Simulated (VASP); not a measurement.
# AgCl in VASP: further runs

Runs on AgCl. Level: PBE. Tasks: single point, vibrations by perturbation theory.

Everything below comes from runs of VASP 6.6.1. Logs are shortened: lines on timing, memory, paths and dates and some standing lists are left out, and cuts for length are marked.

**1. The cell of the first run**

Symmetry: I-4m2, No. 119, tetragonal system. The conventional cell has a = 4.296 Å, b = 4.296 Å, c = 6.024 Å, α = 90.00°, β = 90.00°, γ = 90.00°. Within 3.5 Å of Ag (site symmetry -4m2) lie 4 Cl at 2.62 Å. Within 3.5 Å of Cl (site symmetry -4m2) lie 4 Ag at 2.62 Å.

**2. Single point, PBE**

Contents of POSCAR:

```
AgCl
1.0
   -2.1482423919      2.1482423919      3.0118143214
    2.1482423919     -2.1482423919      3.0118143214
    2.1482423919      2.1482423919     -3.0118143214
Ag Cl
1 1
Direct
    0.0000000000      0.0000000000      0.0000000000
    0.2500000000      0.7500000000      0.5000000000
```

Contents of INCAR.step1:

```
SYSTEM = AgCl
ALGO = Normal ; EDIFF = 1E-6
ENCUT = 520 ; GGA = PE
ISIF = 2 ; ISMEAR = 0
LASPH = .True. ; LCHARG = .True.
LMAXMIX = 4 ; LREAL = .False.
LWAVE = .False. ; NBANDS = 16
NELM = 60 ; PREC = Accurate
SIGMA = 0.02
```

Contents of KPOINTS.step1:

```
k-points
0
Gamma
  10 10 10
  0 0 0
```

Contents of INCAR.step2:

```
SYSTEM = AgCl
ALGO = Normal ; EDIFF = 1E-6
ENCUT = 520 ; GGA = PE
ICHARG = 11 ; ISIF = 2
ISMEAR = -5 ; LASPH = .True.
LCHARG = .False. ; LMAXMIX = 4
LORBIT = 11 ; LREAL = .False.
LWAVE = .False. ; NEDOS = 1001
NELM = 60 ; PREC = Accurate
SIGMA = 0.02
```

Contents of KPOINTS.step2:

```
k-points
0
Gamma
  15 15 15
  0 0 0
```

Potentials or basis: VASP PAW PBE potentials, release 64 (Ag, Cl).

Run with:

```console
$ cat potpaw_PBE.64/Ag/POTCAR potpaw_PBE.64/Cl/POTCAR > POTCAR
$ cp INCAR.step1 INCAR
$ cp KPOINTS.step1 KPOINTS
$ mpirun -np 1 vasp_std > vasp.out
$ cp INCAR.step2 INCAR
$ cp KPOINTS.step2 KPOINTS
$ mpirun -np 1 vasp_std > vasp.out
```

OUTCAR:

```text
SYSTEM = AgCl
   EDIFF = 1E-6
   ENCUT = 520
   GGA = PE
   ICHARG = 11
   ISIF = 2
   ISMEAR = -5
   LASPH = .True.
   LORBIT = 11
   LREAL = .False.
   NELM = 60
   PREC = Accurate

 ion  position               nearest neighbor table
   1  0.000  0.000  0.000-   2 2.62   2 2.62   2 2.62   2 2.62
   2  0.250  0.750  0.500-   1 2.62   1 2.62   1 2.62   1 2.62

  LATTYP: Found a body centered tetragonal cell.
 ALAT       =     4.2964847838
 C/A-ratio  =     1.4019899862

  Lattice vectors:

 A1 = (  -2.1482423919,   2.1482423919,   3.0118143214)
 A2 = (   2.1482423919,  -2.1482423919,   3.0118143214)
 A3 = (   2.1482423919,   2.1482423919,  -3.0118143214)

Analysis of symmetry for initial positions (statically):
=====================================================================
 Subroutine PRICEL returns:
 Original cell was already a primitive cell.

 Routine SETGRP: Setting up the symmetry group for a
 body centered tetragonal supercell.

 Subroutine GETGRP returns: Found  8 space group operations
 (whereof  8 operations were pure point group operations)
 out of a pool of 16 trial point group operations.

The static configuration has the point symmetry D_2d.

Analysis of symmetry for dynamics (positions and initial velocities):
=====================================================================
 Subroutine PRICEL returns:
 Original cell was already a primitive cell.

 Routine SETGRP: Setting up the symmetry group for a
 body centered tetragonal supercell.

 Subroutine GETGRP returns: Found  8 space group operations
 (whereof  8 operations were pure point group operations)
 out of a pool of 16 trial point group operations.

The dynamic configuration has the point symmetry D_2d.

 Subroutine INISYM returns: Found  8 space group operations
 (whereof  8 operations are pure point group operations),
 and found     1 'primitive' translations

----------------------------------------------------------------------------------------

                                     Primitive cell

  volume of cell :      55.5974

  direct lattice vectors                    reciprocal lattice vectors
    -2.148242392  2.148242392  3.011814321     0.000000000  0.232748410  0.166012890
     2.148242392 -2.148242392  3.011814321     0.232748410  0.000000000  0.166012890
     2.148242392  2.148242392 -3.011814321     0.232748410  0.232748410  0.000000000

  length of vectors
     4.277957019  4.277957019  4.277957019     0.285888268  0.285888268  0.329155957

  position of ions in fractional coordinates (direct lattice)
     0.000000000  0.000000000  0.000000000
     0.250000000  0.750000000  0.500000000

  ion indices of the primitive-cell ions
   primitive index   ion index
                 1           1
                 2           2

----------------------------------------------------------------------------------------

 KPOINTS: k-points

Automatic generation of k-mesh.
 Grid dimensions read from file:
 generate k-points for:   15   15   15

 Generating k-lattice:

  Cartesian coordinates                     Fractional coordinates (reciprocal lattice)
     0.000000000  0.015516561  0.011067526     0.066666667  0.000000000  0.000000000
     0.015516561  0.000000000  0.011067526     0.000000000  0.066666667  0.000000000
     0.015516561  0.015516561  0.000000000     0.000000000  0.000000000  0.066666667

  Length of vectors
     0.019059218  0.019059218  0.021943730

  Shift w.r.t. Gamma in fractional coordinates (k-lattice)
     0.000000000  0.000000000  0.000000000

 TETIRR: Found   4311 inequivalent tetrahedra from    20250

 Subroutine IBZKPT returns following result:
 ===========================================

 Found    288 irreducible k-points:

 Following reciprocal coordinates:
            Coordinates               Weight
  0.000000  0.000000  0.000000      1.000000
  0.066667 -0.000000  0.000000      8.000000
  0.133333  0.000000  0.000000      8.000000
  0.200000 -0.000000  0.000000      8.000000
  0.266667  0.000000  0.000000      8.000000
  0.333333  0.000000  0.000000      8.000000
[... 16 lines left out ...]
  0.133333  0.133333  0.000000      8.000000
  0.200000  0.133333  0.000000     16.000000
 [... further k-points ...]
   k-points           NKPTS =    288   k-points in BZ     NKDIM =    288   number of bands    NBANDS=     13
   number of dos      NEDOS =   1001   number of ions     NIONS =      2
   total plane-waves  NPLWV =  32768
   dimension x,y,z NGX =    32 NGY =   32 NGZ =   32
   dimension x,y,z NGXF=    64 NGYF=   64 NGZF=   64
   ions per type =               1   1
   NGX,Y,Z   is equivalent  to a cutoff of  12.44, 12.44, 12.44 a.u.
   NGXF,Y,Z  is equivalent  to a cutoff of  24.87, 24.87, 24.87 a.u.
 SYSTEM =  AgCl
   PREC   = accura    normal or accurate (medium, high low for compatibility)
   ISTART =      0    job   : 0-new  1-cont  2-samecut
   ICHARG =     11    charge: 1-file 2-atom 10-const
   ISPIN  =      1    spin polarized calculation?
   LNONCOLLINEAR =      F non collinear calculations
   LSORBIT =      F    spin-orbit coupling
   LASPH  =      T    aspherical Exc in radial PAW
   ENCUT  =  520.0 eV  38.22 Ry    6.18 a.u.   7.95  7.95  7.95*2*pi/ulx,y,z
   NELM   =     60;   NELMIN=  2; NELMDL=  0     # of ELM steps
   EDIFF  = 0.1E-05   stopping-criterion for ELM
   LREAL  =      F    real-space projection
[... 7 lines left out ...]
   TEBEG  =    0.0;   TEEND  =   0.0 temperature during run
   PSTRESS=    0.0 pullay stress
   NELECT =      18.0000    total number of electrons
   NUPDOWN=      -1.0000    fix difference up-down
   EMIN   =  10.00;   EMAX   =-10.00  energy-range for DOS
   EFERMI =   0.00;   METHOD = LEGACY
   ISMEAR =    -5;   SIGMA  =   0.02  broadening in eV -4-tet -1-fermi 0-gaus
   EFERMI_NEDOS =   21; number of points for ismear=-14 and -15
   IALGO  =     38    algorithm
   IMIX   =      4    mixing-type and parameters
     AMIX     =   0.40;   BMIX     =  1.00
     AMIX_MAG =   1.60;   BMIX_MAG =  1.00
  volume/ion in A,a.u.               =      27.80       187.60
  Fermi-wavevector in a.u.,A,eV,Ry     =   1.124124  2.124286 17.193056  1.263654
  Thomas-Fermi vector in A             =   2.260794
   LORBIT       =     11    0 simple, 1 ext, 2 COOP (PROOUT), +10 PAW based schemes
   GGA     = PE    functional components
   LHFCALC =     F    Hartree Fock is set to
   AEXX    =    0.0000 exact exchange contribution
   IVDW    =     0    specifies the selected vdW correction
   LEPSILON=     F    determine dielectric tensor
   LRPA    =     F    only Hartree local field effects (RPA)
 non-spin polarized calculation
 Fermi weights with tetrahedron method with Bloechl corrections
  energy-cutoff  :      520.00
  volume of cell :       55.60
 maximum number of plane-waves:      1523

 number of electron      17.9999995 magnetization

 Free energy of the ion-electron system (eV)
  ---------------------------------------------------
  ext. energy  EPLUGINS =         0.00000000
  ---------------------------------------------------
  free energy    TOTEN  =        -5.45316650 eV

  energy without entropy =       -5.45316650  energy(sigma->0) =       -5.45316650

 E-fermi :   1.4328     XC(G=0):  -8.3712

 val. band max:        1.4084646388   @ k =   0.0000   0.0000   0.0000
 cond. band min:       2.6944835567   @ k =   0.0000   0.0000   0.0000
 fundamental gap:      1.2860189179
 Fermi energy:         1.4328028515

 k-point     1 :       0.0000    0.0000    0.0000
  band No.  band energies     occupation
      1     -13.2636      2.00000
      2      -2.4831      2.00000
      3      -2.4831      2.00000
      4      -2.4752      2.00000
      5      -0.6178      2.00000
      6      -0.6097      2.00000
      7       1.3972      2.00000
      8       1.3972      2.00000
      9       1.4085      2.00000
     10       2.6945      0.00000
     11       9.5164      0.00000
     12       9.5164      0.00000
     13       9.5249      0.00000

 k-point     2 :       0.0667   -0.0000    0.0000
  band No.  band energies     occupation
      1     -13.2567      2.00000
      2      -2.4934      2.00000
      3      -2.4749      2.00000
      4      -2.4686      2.00000
      5      -0.6191      2.00000
      6      -0.6113      2.00000
      7       1.2700      2.00000
      8       1.3770      2.00000
      9       1.3846      2.00000
     10       2.8580      0.00000
     11       9.3617      0.00000
     12       9.5568      0.00000
     13       9.5646      0.00000

 k-point     3 :       0.1333    0.0000    0.0000
  band No.  band energies     occupation
      1     -13.2372      2.00000
      2      -2.5234      2.00000
      3      -2.4519      2.00000
      4      -2.4448      2.00000
      5      -0.6214      2.00000
      6      -0.6145      2.00000
      7       0.9777      2.00000
      8       1.3188      2.00000
      9       1.3257      2.00000
     10       3.2419      0.00000
     11       8.9971      0.00000
     12       9.6616      0.00000
     13       9.6758      0.00000

 k-point     4 :       0.2000   -0.0000    0.0000
  band No.  band energies     occupation
      1     -13.2082      2.00000
      2      -2.5566      2.00000
      3      -2.4184      2.00000
      4      -2.4096      2.00000
      5      -0.6202      2.00000
      6      -0.6149      2.00000
      7       0.6299      2.00000
      8       1.2303      2.00000
      9       1.2364      2.00000
     10       3.7202      0.00000
     11       8.5999      0.00000
     12       9.7836      0.00000
     13       9.8093      0.00000

 k-point     5 :       0.2667    0.0000    0.0000
  band No.  band energies     occupation
      1     -13.1746      2.00000
      2      -2.5770      2.00000
      3      -2.3809      2.00000
      4      -2.3700      2.00000
      5      -0.6111      2.00000
      6      -0.6079      2.00000
      7       0.2743      2.00000
      8       1.1233      2.00000
      9       1.1287      2.00000
     10       4.2149      0.00000
     11       8.2814      0.00000
     12       9.8647      0.00000
     13       9.9049      0.00000
[... 257 lines left out ...]
 k-point    22 :      -0.0667    0.0667    0.0000
  band No.  band energies     occupation
      1     -13.2545      2.00000
      2      -2.5062      2.00000
      3      -2.4688      2.00000
      4      -2.4596      2.00000
      5      -0.6263      2.00000
      6      -0.6054      2.00000
      7       1.2730      2.00000
      8       1.3444      2.00000
      9       1.3586      2.00000
     10       2.9098      0.00000
     11       9.3048      0.00000
     12       9.5755      0.00000
     13       9.5880      0.00000

 k-point    23 :       0.1333    0.1333    0.0000
  band No.  band energies     occupation
      1     -13.1986      2.00000
      2      -2.5677      2.00000
      3      -2.4081      2.00000
      4      -2.3925      2.00000
      5      -0.6453      2.00000
      6      -0.5914      2.00000
      7       0.6377      2.00000
      8       0.9968      2.00000
      9       1.2726      2.00000
     10       3.9058      0.00000
     11       8.5663      0.00000
     12       9.5989      0.00000
     13       9.8923      0.00000

 k-point    24 :       0.2000    0.1333    0.0000
  band No.  band energies     occupation
      1     -13.1685      2.00000
      2      -2.5748      2.00000
      3      -2.3729      2.00000
      4      -2.3620      2.00000
      5      -0.6494      2.00000
      6      -0.5753      2.00000
      7       0.3591      2.00000
      8       0.8305      2.00000
      9       1.1867      2.00000
     10       4.3879      0.00000
     11       8.3477      0.00000
     12       9.4583      0.00000
     13      10.0217      0.00000

 [... further k-points ...]

------------------------ aborting loop because EDIFF is reached ----------------------------------------

  FORCE on cell =-STRESS in cart. coord.  units (eV):
  Direction    XX          YY          ZZ          XY          YZ          ZX
  --------------------------------------------------------------------------------------
  -------------------------------------------------------------------------------------
  Total       -0.0372394     -0.0372394     -0.0264351      0.0000000     -0.0000000      0.0000000
  in kB       -1.0731454     -1.0731454     -0.7617933      0.0000000     -0.0000000      0.0000000
  external PRESSURE =      -0.9693613 kB  Pullay stress =       0.0000000 kB

 VOLUME and BASIS-vectors are now :
 -----------------------------------------------------------------------------
  energy-cutoff  :      520.00
  volume of cell :       55.60
      direct lattice vectors                 reciprocal lattice vectors
    -2.148242392  2.148242392  3.011814321     0.000000000  0.232748410  0.166012890
     2.148242392 -2.148242392  3.011814321     0.232748410  0.000000000  0.166012890
     2.148242392  2.148242392 -3.011814321     0.232748410  0.232748410  0.000000000

 POSITION                                       TOTAL-FORCE (eV/Angst)
 -----------------------------------------------------------------------------------
      0.00000      0.00000      0.00000         0.000000     -0.000000     -0.000000
      2.14824      0.00000      1.50591        -0.000000      0.000000      0.000000
 -----------------------------------------------------------------------------------
    total drift:                                0.000000     -0.000000     -0.000000

  FREE ENERGIE OF THE ION-ELECTRON SYSTEM (eV)
  ---------------------------------------------------
  free  energy   TOTEN  =        -5.4531665019 eV

  energy  without entropy=       -5.4531665019  energy(sigma->0) =       -5.45316650

 total charge

# of ion       s       p       d       tot
------------------------------------------
    1        0.217   0.165   9.359   9.740
    2        1.593   3.483   0.000   5.076
--------------------------------------------------
tot          1.810   3.648   9.359  14.817
```

Run time: 53 s. Hardware: 1 thread of Intel Xeon 6975P-C (Granite Rapids), shared host; peak memory 0.34 GiB.

Results:

- Valence electrons inside the program's atomic spheres: Ag 9.74; Cl 5.08

Levels at points of the mesh, in eV from the valence-band top:
```tsv
k point	band 7	band 8	band 9	band 10	band 11	band 12
(0.00, 0.00, 0.00)	-0.01	-0.01	0.00	1.29	8.11	8.11
```

(Continued in part 2 of 2.)
